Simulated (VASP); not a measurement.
Input of a VASP 6.6.1 run:

Contents of INCAR:

```
SYSTEM = Na
  PREC = Accurate
  ENCUT = 520
  EDIFF = 1E-6
  ISMEAR = -1
  SIGMA = 0.06122561905347299
  LREAL = .False.
  LASPH = .True.
  NELM = 80
  ALGO = Normal
  ISIF = 2
  LWAVE = .False.
  LCHARG = .False.
  GGA = PE
  NBANDS = 14
```

Contents of KPOINTS:

```
regular mesh
0
Gamma
  25 25 25
  0 0 0
```

File POSCAR:

```
Na
1.0
    0.0000000000      3.7123741412      3.7123741412
    3.7123741412      0.0000000000      3.7123741412
    3.7123741412      3.7123741412      0.0000000000
Na
2
Direct
    0.0000000000      0.0000000000      0.0000000000
    0.2500000000      0.2500000000      0.2500000000
```

Potentials or basis: VASP PAW PBE potentials, release 64 (Na_pv).

Run with:

```sh
$ cat potpaw_PBE.64/Na_pv/POTCAR > POTCAR
$ mpirun -np 1 vasp_std > vasp.out
```

(1) Estimate the band gap on the k mesh.

(2) What does it give for the pressure?

Answers

(1) zero (bands 7 and 8 overlap by 0.70 eV).

(2) 0.2 GPa.
